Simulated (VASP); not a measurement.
A run of VASP 6.6.1 is set up as follows.

INCAR

```
SYSTEM = Ir
PREC = Accurate ; ENCUT = 560
EDIFF = 1E-6 ; ISMEAR = -1
SIGMA = 0.05 ; LREAL = .False.
LASPH = .True. ; NELM = 200
ALGO = Normal ; ISIF = 2
LWAVE = .False. ; LCHARG = .True.
ISPIN = 2 ; MAGMOM = 1
LORBIT = 11 ; LMAXMIX = 4
GGA = B5 ; ALDAX = 1.0
AGGAX = 1.0 ; AGGAC = 1.0
ALDAC = 0.0 ; LELF = .True.
LVHAR = .True. ; NBANDS = 18
GGA_COMPAT = .False.
```

KPOINTS

```
regular mesh
0
Gamma
  22 22 22
  0 0 0
```

The input POSCAR:

```
Ir
1.0
    0.0000000000      1.9144425907      1.9144425907
    1.9144425907      0.0000000000      1.9144425907
    1.9144425907      1.9144425907      0.0000000000
Ir
1
Direct
    0.0000000000      0.0000000000      0.0000000000
```

Potentials or basis: VASP PAW PBE potentials, release 64 (Ir_sv_GW).

Run with:

```bash
$ cat potpaw_PBE.64/Ir_sv_GW/POTCAR > POTCAR
$ mpirun -np 1 vasp_std > vasp.out
```

Predict the net moment.

0.00 μB per cell.

What does it give for the pressure?

30.1 GPa.

Caveat: the cell stands under pressure; the PAW data sets were made with another functional, which shifts forces and pressure a little.
